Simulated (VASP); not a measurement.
Write the native input for VASP 6.6.1 that does the following.

* Task: single point
* Functional: PBE
* Potentials or basis: VASP PAW PBE potentials, release 64 (Cd, In_d, S, O)
* Cutoff: 520 eV
* k mesh: 4 × 4 × 4
* Occupations: gaussian, width 0.1 eV
* Spin: collinear spin, ferromagnetic start
* Starting moments: [0.0, 0.0, 0.0, 0.0, 1.0] μB
* Dipole correction: no
* Further INCAR settings: ALGO = Normal; EDIFF = 1e-06; NBANDS = 34

The structure of CdInS2O lies in POSCAR:

```
CdInS2O
1.0
    4.7040055100      0.0000000000      0.0000000000
    0.0000000000      4.7040055100      0.0000000000
    0.0000000000      0.0000000000      4.7040055100
Cd In S O
1 1 2 1
Direct
    0.5000000000      0.5000000000      0.5000000000
    0.0000000000      0.0000000000      0.0000000000
    0.5000000000      0.0000000000      0.0000000000
    0.0000000000      0.5000000000      0.0000000000
    0.0000000000      0.0000000000      0.5000000000
```

One way to write it, as run:

INCAR

```
ALGO = Normal ; EDIFF = 1E-6
ENCUT = 520 ; GGA = PE
ISIF = 2 ; ISMEAR = 0
ISPIN = 2 ; LASPH = T
LCHARG = F ; LORBIT = 11
LREAL = F ; LWAVE = F
MAGMOM = 0 0 0 0 1 ; NBANDS = 34
NELM = 150 ; PREC = Accurate
SIGMA = 0.1
```

KPOINTS

```
k-points
0
Gamma
  4 4 4
```

Potentials or basis: VASP PAW PBE potentials, release 64 (Cd, In_d, S, O).

Launch:

```bash
$ cat potpaw_PBE.64/Cd/POTCAR potpaw_PBE.64/In_d/POTCAR potpaw_PBE.64/S/POTCAR potpaw_PBE.64/O/POTCAR > POTCAR
$ mpirun -np 1 vasp_std > vasp.out
```

Results of the run:

```yaml
Pressure: 3.4 GPa
Net_moment: 0.01 μB per cell
Valence_electrons_inside_the_program's_atomic_spheres: Cd 10.00; In 11.54; S 3.74; O 4.82
```

Caveat: the stress differs along the axes, from -12 to 11 GPa.

It took 2.6 min on 1 thread of Oxide Virtual Turin-like Processor, with other jobs on the host, peak memory 0.27 GiB.
